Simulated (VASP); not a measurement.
# C (Fmmm) in VASP: notebook

The runs below take C through single point, with LDA.

Everything below comes from runs of VASP 6.6.1. Logs are shortened: lines on timing, memory, paths and dates and some standing lists are left out, and cuts for length are marked.

### 1 The cell of the first run

Symmetry: Fmmm, No. 69, orthorhombic system. The conventional cell has a = 4.821 Å, b = 6.681 Å, c = 6.954 Å, α = 90.00°, β = 90.00°, γ = 90.00°. C (site symmetry m) has 4 C at 1.44 to 1.57 Å within 1.9 Å. C (site symmetry m) has 4 C at 1.48 to 1.57 Å within 2.0 Å.

### 2 Single point, LDA (strain -0.0400 x Voigt [0, 0, 0, 1, 0, 0])

INCAR

```
PREC = Accurate ; ENCUT = 910
EDIFF = 1E-6 ; ISMEAR = 0
SIGMA = 0.05 ; LREAL = F
LASPH = T ; NELM = 120
ALGO = Normal ; ISIF = 2
LWAVE = F ; LCHARG = F
GGA = CA ; NBANDS = 26
GGA_COMPAT = F
```

KPOINTS

```
regular mesh
0
Gamma
  8 8 8
```

POSCAR

```
C
1.0
   -2.4103983070      2.3621903409      2.3621903409
    2.4103983070     -2.4586062731      2.4586062731
    2.4103983070      2.4586062731     -2.4586062731
C
8
Direct
    0.3254710870      0.0000000000      0.0000000000
    0.6745289130      0.6745289130      0.6745289130
    0.0000000000      0.3254710870      0.0000000000
    0.0000000000      0.0000000000      0.3254710870
    0.0000000000      0.6745289130      0.0000000000
    0.3254710870      0.3254710870      0.3254710870
    0.6745289130      0.0000000000      0.0000000000
    0.0000000000      0.0000000000      0.6745289130
```

Potentials or basis: VASP PAW LDA potentials, release 64 (C_h).

On the command line:

```bash
cat potpaw_LDA.64/C_h/POTCAR > POTCAR
mpirun -np 1 vasp_std > vasp.out
```

OUTCAR:

```text
PREC = Accurate
   ENCUT = 910
   EDIFF = 1E-6
   ISMEAR = 0
   LREAL = F
   LASPH = T
   NELM = 120
   ISIF = 2
   GGA = CA

 ion  position               nearest neighbor table
   1  0.325  0.000  0.000-   7 1.44
   2  0.675  0.675  0.675-   6 1.44
   3  0.000  0.325  0.000-   5 1.48
   4  0.000  0.000  0.325-   8 1.48
   5  0.000  0.675  0.000-   3 1.48
   6  0.325  0.325  0.325-   2 1.44
   7  0.675  0.000  0.000-   1 1.44
   8  0.000  0.000  0.675-   4 1.48

  LATTYP: Found a face centered orthorhombic cell.
 ALAT       =     4.8207966140
 B/A-ratio  =     1.3859292911
 C/A-ratio  =     1.4424978336

  Lattice vectors:

 A1 = (   0.0000000000,  -0.0964159322,   4.8207966140)
 A2 = (   2.4103983070,  -2.4586062731,   2.4586062731)
 A3 = (   2.4103983070,   2.3621903409,   2.3621903409)

Analysis of symmetry for initial positions (statically):
=====================================================================
 Subroutine PRICEL returns:
 Original cell was already a primitive cell.

 Routine SETGRP: Setting up the symmetry group for a
 face centered orthorhombic supercell.

 Subroutine GETGRP returns: Found  8 space group operations
 (whereof  8 operations were pure point group operations)
 out of a pool of  8 trial point group operations.

The static configuration has the point symmetry D_2h.

Analysis of symmetry for dynamics (positions and initial velocities):
=====================================================================
 Subroutine PRICEL returns:
 Original cell was already a primitive cell.

 Routine SETGRP: Setting up the symmetry group for a
 face centered orthorhombic supercell.

 Subroutine GETGRP returns: Found  8 space group operations
 (whereof  8 operations were pure point group operations)
 out of a pool of  8 trial point group operations.

The dynamic configuration has the point symmetry D_2h.

 Subroutine INISYM returns: Found  8 space group operations
 (whereof  8 operations are pure point group operations),
 and found     1 'primitive' translations

----------------------------------------------------------------------------------------

                                     Primitive cell

  volume of cell :      55.9954

  direct lattice vectors                    reciprocal lattice vectors
    -2.410398307  2.362190341  2.362190341     0.000000000  0.211667956  0.211667956
     2.410398307 -2.458606273  2.458606273     0.207434596  0.004150352  0.207517603
     2.410398307  2.458606273 -2.458606273     0.207434596  0.207517603  0.004150352

  length of vectors
     4.119454626  4.230781206  4.230781206     0.299343693  0.293444872  0.293444872

  position of ions in fractional coordinates (direct lattice)
     0.325471087  0.000000000  0.000000000
     0.674528913  0.674528913  0.674528913
     0.000000000  0.325471087  1.000000000
     0.000000000  0.000000000  0.325471087
     0.000000000  0.674528913  1.000000000
     0.325471087  0.325471087  0.325471087
     0.674528913  0.000000000  0.000000000
     0.000000000  0.000000000  0.674528913

  ion indices of the primitive-cell ions
   primitive index   ion index
                 1           1
                 2           2
                 3           3
                 4           4
                 5           5
                 6           6
                 7           7
                 8           8

----------------------------------------------------------------------------------------

 KPOINTS: regular mesh

Automatic generation of k-mesh.
 Grid dimensions read from file:
 generate k-points for:    8    8    8

 Generating k-lattice:

  Cartesian coordinates                     Fractional coordinates (reciprocal lattice)
     0.000000000  0.026458494  0.026458494     0.125000000  0.000000000  0.000000000
     0.025929325  0.000518794  0.025939700     0.000000000  0.125000000  0.000000000
     0.025929325  0.025939700  0.000518794     0.000000000 -0.000000000  0.125000000

  Length of vectors
     0.037417962  0.036680609  0.036680609

  Shift w.r.t. Gamma in fractional coordinates (k-lattice)
     0.000000000  0.000000000  0.000000000

 Subroutine IBZKPT returns following result:
 ===========================================

 Found     95 irreducible k-points:

 Following reciprocal coordinates:
            Coordinates               Weight
  0.000000  0.000000  0.000000      1.000000
  0.125000  0.000000  0.000000      2.000000
  0.250000  0.000000  0.000000      2.000000
  0.375000  0.000000  0.000000      2.000000
  0.500000  0.000000  0.000000      1.000000
 -0.000000  0.125000 -0.000000      8.000000
[... 16 lines left out ...]
  0.125000  0.125000  0.125000      4.000000
  0.250000  0.125000  0.125000      4.000000
 [... further k-points ...]
   k-points           NKPTS =     95   k-points in BZ     NKDIM =     95   number of bands    NBANDS=     26
   number of dos      NEDOS =    301   number of ions     NIONS =      8
   total plane-waves  NPLWV =  74088
   dimension x,y,z NGX =    42 NGY =   42 NGZ =   42
   dimension x,y,z NGXF=    84 NGYF=   84 NGZF=   84
   ions per type =               8
   NGX,Y,Z   is equivalent  to a cutoff of  16.95, 16.50, 16.50 a.u.
   NGXF,Y,Z  is equivalent  to a cutoff of  33.90, 33.01, 33.01 a.u.
 SYSTEM =  unknown system
   PREC   = accura    normal or accurate (medium, high low for compatibility)
   ISTART =      0    job   : 0-new  1-cont  2-samecut
   ICHARG =      2    charge: 1-file 2-atom 10-const
   ISPIN  =      1    spin polarized calculation?
   LNONCOLLINEAR =      F non collinear calculations
   LSORBIT =      F    spin-orbit coupling
   LASPH  =      T    aspherical Exc in radial PAW
   ENCUT  =  910.0 eV  66.88 Ry    8.18 a.u.  10.13 10.41 10.41*2*pi/ulx,y,z
   NELM   =    120;   NELMIN=  2; NELMDL= -5     # of ELM steps
   EDIFF  = 0.1E-05   stopping-criterion for ELM
   LREAL  =      F    real-space projection
   EDIFFG = 0.1E-04   stopping-criterion for IOM
   NSW    =      0    number of steps for IOM
   IBRION =     -1    ionic relax: 0-MD 1-quasi-New 2-CG
   NFREE  =      0    steps in history (QN), initial steepest desc. (CG)
   ISIF   =      2    stress and relaxation
   ISYM   =      2    0-nonsym 1-usesym 2-fastsym
   POTIM  = 0.5000    time-step for ionic-motion
   TEBEG  =    0.0;   TEEND  =   0.0 temperature during run
   PSTRESS=    0.0 pullay stress
   NELECT =      32.0000    total number of electrons
   NUPDOWN=      -1.0000    fix difference up-down
   EMIN   =  10.00;   EMAX   =-10.00  energy-range for DOS
   EFERMI =   0.00;   METHOD = LEGACY
   ISMEAR =     0;   SIGMA  =   0.05  broadening in eV -4-tet -1-fermi 0-gaus
   EFERMI_NEDOS =   21; number of points for ismear=-14 and -15
   IALGO  =     38    algorithm
   IMIX   =      4    mixing-type and parameters
     AMIX     =   0.40;   BMIX     =  1.00
     AMIX_MAG =   1.60;   BMIX_MAG =  1.00
  volume/ion in A,a.u.               =       7.00        47.23
  Fermi-wavevector in a.u.,A,eV,Ry     =   1.358545  2.567277 25.111507  1.845644
  Thomas-Fermi vector in A             =   2.485369
   LORBIT       =      0    0 simple, 1 ext, 2 COOP (PROOUT), +10 PAW based schemes
   GGA     = CA    functional components
   LHFCALC =     F    Hartree Fock is set to
   AEXX    =    0.0000 exact exchange contribution
   IVDW    =     0    specifies the selected vdW correction
   LEPSILON=     F    determine dielectric tensor
   LRPA    =     F    only Hartree local field effects (RPA)
 non-spin polarized calculation
 Gauss-broadening in eV      SIGMA  =   0.05
  energy-cutoff  :      910.00
  volume of cell :       56.00
 maximum number of plane-waves:      3520
 NGX is ok and might be reduce to    42
   NGX = 21   NGY = 21   NGZ = 21

 number of electron      32.0000000 magnetization

 Free energy of the ion-electron system (eV)
  ---------------------------------------------------
  ext. energy  EPLUGINS =         0.00000000
  ---------------------------------------------------
  free energy    TOTEN  =       -75.27233634 eV

  energy without entropy =      -75.27233634  energy(sigma->0) =      -75.27233634

 E-fermi :   8.3348     XC(G=0): -12.1382

 val. band max:        8.0267975251   @ k =   0.5000   0.5000   0.5000
 cond. band min:      10.7335258468   @ k =   0.1250   0.1250   0.1250
 fundamental gap:      2.7067283218
 Fermi energy:         8.3348265996

 k-point     1 :       0.0000    0.0000    0.0000
  band No.  band energies     occupation
      1     -13.2200      2.00000
      2      -5.1940      2.00000
      3      -5.0032      2.00000
      4      -4.7998      2.00000
      5      -4.1303      2.00000
      6      -3.9648      2.00000
[... 18 lines left out ...]
     25      18.7864      0.00000
     26      19.2829      0.00000

 k-point     2 :       0.1250    0.0000    0.0000
  band No.  band energies     occupation
      1     -13.1150      2.00000
      2      -5.9382      2.00000
      3      -5.6134      2.00000
      4      -5.1519      2.00000
      5      -3.9512      2.00000
      6      -3.8773      2.00000
[... 18 lines left out ...]
     25      18.7268      0.00000
     26      19.3922      0.00000

 k-point     3 :       0.2500    0.0000    0.0000
  band No.  band energies     occupation
      1     -12.8266      2.00000
      2      -7.2437      2.00000
      3      -6.2720      2.00000
      4      -5.0476      2.00000
      5      -4.1310      2.00000
      6      -4.0392      2.00000
[... 572 lines left out ...]
 k-point    23 :       0.1250    0.1250    0.1250
  band No.  band energies     occupation
      1     -12.6823      2.00000
      2      -7.7042      2.00000
      3      -6.1242      2.00000
      4      -6.0724      2.00000
      5      -3.4574      2.00000
      6      -3.0272      2.00000
[... 18 lines left out ...]
     25      19.1380      0.00000
     26      19.2716      0.00000

 k-point    24 :       0.2500    0.1250    0.1250
  band No.  band energies     occupation
      1     -12.3835      2.00000
      2      -8.1924      2.00000
      3      -6.9512      2.00000
      4      -6.2491      2.00000
      5      -3.3847      2.00000
      6      -2.9419      2.00000
[... 18 lines left out ...]
     25      19.2052      0.00000
     26      19.4834      0.00000

 [... further k-points ...]

------------------------ aborting loop because EDIFF is reached ----------------------------------------

  FORCE on cell =-STRESS in cart. coord.  units (eV):
  Direction    XX          YY          ZZ          XY          YZ          ZX
  --------------------------------------------------------------------------------------
  -------------------------------------------------------------------------------------
  Total        0.2427721      0.2155346      0.2155346      0.0000000      4.1251850      0.0000000
  in kB        6.9463505      6.1670144      6.1670144      0.0000000    118.0324262      0.0000000
  external PRESSURE =       6.4267931 kB  Pullay stress =       0.0000000 kB

 VOLUME and BASIS-vectors are now :
 -----------------------------------------------------------------------------
  energy-cutoff  :      910.00
  volume of cell :       56.00
      direct lattice vectors                 reciprocal lattice vectors
    -2.410398307  2.362190341  2.362190341     0.000000000  0.211667956  0.211667956
     2.410398307 -2.458606273  2.458606273     0.207434596  0.004150352  0.207517603
     2.410398307  2.458606273 -2.458606273     0.207434596  0.207517603  0.004150352

 POSITION                                       TOTAL-FORCE (eV/Angst)
 -----------------------------------------------------------------------------------
     -0.78451      0.76882      0.76882         0.052680     -0.045722     -0.045722
      1.62588      1.59337      1.59337         0.052680      0.045722      0.045722
      0.78451     -0.80021      0.80021         0.056898     -0.081207      0.081207
      0.78451      0.80021     -0.80021         0.056898      0.081207     -0.081207
      1.62588     -1.65840      1.65840        -0.056898      0.081207     -0.081207
      0.78451      0.76882      0.76882        -0.052680     -0.045722     -0.045722
     -1.62588      1.59337      1.59337        -0.052680      0.045722      0.045722
      1.62588      1.65840     -1.65840        -0.056898     -0.081207      0.081207
 -----------------------------------------------------------------------------------
    total drift:                               -0.000000     -0.000000      0.000000

  FREE ENERGIE OF THE ION-ELECTRON SYSTEM (eV)
  ---------------------------------------------------
  free  energy   TOTEN  =       -75.2723363377 eV

  energy  without entropy=      -75.2723363377  energy(sigma->0) =      -75.27233634
```

Run time: 1.9 min. Hardware: 1 thread of Intel Xeon 6975P-C (Granite Rapids), shared host; peak memory 0.34 GiB.

Results:

```yaml
Free_energy: -75.2723 eV
Pressure: 0.6 GPa
Largest_force: 0.128 eV/Å
Band_gap_on_the_k_mesh: 2.71 eV (least direct gap 3.59 eV)
```

Forces on the atoms (eV/Å):
```
C    0.053 -0.046 -0.046
C    0.053  0.046  0.046
C    0.057 -0.081  0.081
C    0.057  0.081 -0.081
C   -0.057  0.081 -0.081
C   -0.053 -0.046 -0.046
C   -0.053  0.046  0.046
C   -0.057 -0.081  0.081
```

Stress tensor (GPa, compression positive):
```
 0.69  0.00  0.00
 0.00  0.62 11.80
 0.00 11.80  0.62
```

Levels at points of the mesh, in eV from the valence-band top:
| k point | band 13 | band 14 | band 15 | band 16 | band 17 | band 18 | band 19 | band 20 |
| --- | --- | --- | --- | --- | --- | --- | --- | --- |
| (0.00, 0.00, 0.00) | -5.56 | -0.89 | -0.57 | -0.21 | 3.78 | 3.86 | 3.99 | 7.64 |
| (0.50, 0.00, 0.00) | -3.26 | -3.10 | -2.65 | -2.54 | 3.71 | 5.46 | 5.80 | 6.06 |
| (0.00, 0.50, 0.00) | -3.34 | -3.32 | -2.58 | -2.37 | 3.63 | 5.29 | 5.65 | 6.16 |
| (0.00, 0.50, 0.50) | -3.52 | -3.52 | -2.66 | -2.15 | 3.66 | 5.10 | 5.40 | 6.32 |
| (0.50, 0.50, 0.50) | -5.95 | -0.45 | -0.21 | 0.00 | 3.59 | 5.51 | 5.60 | 5.81 |

Caveat: the cell differs from its parent crystal (strain -0.0400 x Voigt [0, 0, 0, 1, 0, 0]); the cutoff is under 1.25 times the usual one of these potentials, so pressure, stress and relaxed cells hold a basis-set (Pulay) error.

### 3 Single point, LDA (strain -0.0200 x Voigt [0, 0, 0, 1, 0, 0])

INCAR

```
SYSTEM = C
PREC     = Accurate       ! precision mode
ENCUT    = 910            ! plane-wave cutoff, eV
EDIFF    = 1E-6           ! SCF threshold, eV
ISMEAR   = 0              ! smearing method
SIGMA    = 0.05           ! smearing width, eV
LREAL    = .FALSE.        ! projectors in reciprocal space
LASPH    = .TRUE.         ! aspherical terms in the spheres
NELM     = 120            ! most SCF steps
ALGO     = Normal         ! electronic algorithm
ISIF     = 2              ! what is computed and relaxed
LWAVE    = .FALSE.        ! write WAVECAR
LCHARG   = .FALSE.        ! write CHGCAR
NBANDS   = 26             ! bands
GGA_COMPAT= .FALSE.
```

KPOINTS

```
Automatic mesh
0
G
  8 8 8
  0 0 0
```

Edit POSCAR of step 2 so:

```diff
@@ -2,5 +2,5 @@
 1.0
-   -2.4103983070      2.3621903409      2.3621903409
-    2.4103983070     -2.4586062731      2.4586062731
-    2.4103983070      2.4586062731     -2.4586062731
+   -2.4103983070      2.3862943239      2.3862943239
+    2.4103983070     -2.4345022901      2.4345022901
+    2.4103983070      2.4345022901     -2.4345022901
 C
```

Potentials or basis: VASP PAW LDA potentials, release 64 (C_h).

On the command line:

```bash
cat potpaw_LDA.64/C_h/POTCAR > POTCAR
mpirun -np 1 vasp_std > vasp.out
```

It took 2.8 min on 1 thread of AMD EPYC 9R45 (Zen 5), shared host; peak memory 0.31 GiB.

Results (log left out):

| Property | Result |
| --- | --- |
| Free energy | -75.3344 eV |
| Pressure | 0.5 GPa |
| Largest force | 0.085 eV/Å |
| Band gap on the k mesh | 2.87 eV (least direct gap 3.71 eV) |

Forces on the atoms (eV/Å):
```
C    0.011 -0.011 -0.011
C    0.011  0.011  0.011
C    0.043 -0.052  0.052
C    0.043  0.052 -0.052
C   -0.043  0.052 -0.052
C   -0.011 -0.011 -0.011
C   -0.011  0.011  0.011
C   -0.043 -0.052  0.052
```

Stress tensor (GPa, compression positive):
```
0.55 0.00 0.00
0.00 0.53 5.91
0.00 5.91 0.53
```

Levels at points of the mesh, in eV from the valence-band top:
```
           k point  band 12  band 13  band 14  band 15  band 16  band 17  band 18  band 19  band 20  band 21
(0.00, 0.00, 0.00)    -5.46    -5.46    -0.61    -0.45    -0.27     3.93     3.98     4.04     7.75     8.51
(0.50, 0.00, 0.00)    -4.53    -3.21    -3.10    -2.45    -2.41     3.79     5.49     5.81     6.24     7.02
(0.00, 0.50, 0.00)    -4.69    -3.26    -3.20    -2.47    -2.28     3.76     5.40     5.72     6.30     6.95
(0.00, 0.50, 0.50)    -4.82    -3.34    -3.31    -2.51    -2.16     3.76     5.31     5.61     6.37     6.92
(0.50, 0.50, 0.50)    -6.22    -6.03    -0.22    -0.11     0.00     3.71     5.69     5.75     5.85     8.37
```

Caveat: the cell differs from its parent crystal (strain -0.0200 x Voigt [0, 0, 0, 1, 0, 0]); the cutoff is under 1.25 times the usual one of these potentials, so pressure, stress and relaxed cells hold a basis-set (Pulay) error. A k mesh can miss the band edges.

[end of part 1 of 3]
